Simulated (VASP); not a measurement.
Pt:

```xyz
2
Lattice="2.7607 0.0000 0.0000 -1.3803 2.3908 0.0000 0.0000 0.0000 4.7921" Properties=species:S:1:pos:R:3 pbc="T T T"
Pt    1.3803    0.7969    3.5941
Pt    0.0000    1.5939    1.1980
```

This isn't the form of Pt at room conditions, which is fcc.

| Quantity | Value |
| --- | --- |
| Program | VASP 6.6.1 |
| Task | relaxation of cell and atoms |
| Functional | PBEsol |
| Potentials or basis | VASP PAW PBE potentials, release 64 (Pt) |
| Cutoff | 600 eV |
| k mesh | 12 × 12 × 6, shifted |
| Occupations | methfessel-paxton, width 0.1 eV |
| Spin | no spin polarisation |

At the start: pressure -11.3 GPa; volume 15.81 Å³/atom.

Problem. How do energy, volume and symmetry change on relaxing?

Solution. Over 20 steps the energy falls by 26.3 meV/atom and the volume is 15.11 Å³/atom (-4.5 %); space group P6_3/mmc (No. 194, to 0.1 Å) before and after.

The path:
```csv
step,energy change (eV),largest force (eV/Å),pressure (GPa),volume (Å³)
1,0.0000,0.0000,-11.34,31.63
2,0.4048,0.0000,48.03,26.78
3,-0.0514,0.0000,-0.58,30.30
4,-0.0515,0.0000,-0.13,30.25
5,-0.0515,0.0000,0.14,30.23
6,-0.0526,0.0000,0.18,30.20
7,-0.0526,0.0000,0.19,30.20
8,-0.0526,0.0000,0.19,30.20
9,-0.0525,0.0000,-0.43,30.27
10,-0.0526,0.0000,0.00,30.22
11,-0.0526,0.0000,0.02,30.22
12,-0.0526,0.0000,0.01,30.22
13,-0.0526,0.0000,0.00,30.22
14,-0.0526,0.0000,0.00,30.22
15,-0.0526,0.0000,0.01,30.22
16,-0.0526,0.0000,0.01,30.22
17,-0.0526,0.0000,0.02,30.22
18,-0.0526,0.0000,-0.03,30.22
19,-0.0526,0.0000,-0.01,30.22
20,-0.0526,0.0000,0.00,30.22
```

Final structure:
```yaml
crystal:
  lattice:
    - [2.72706, 0.00000, 0.00000]
    - [-1.36353, 2.36170, 0.00000]
    - [0.00000, 0.00000, 4.69174]
  atoms:
    - { symbol: Pt, position: [0.66667, 0.33333, 0.75000] }
    - { symbol: Pt, position: [0.33333, 0.66667, 0.25000] }
```

Caveat: the PAW data sets were made with another functional, which shifts forces and pressure a little.
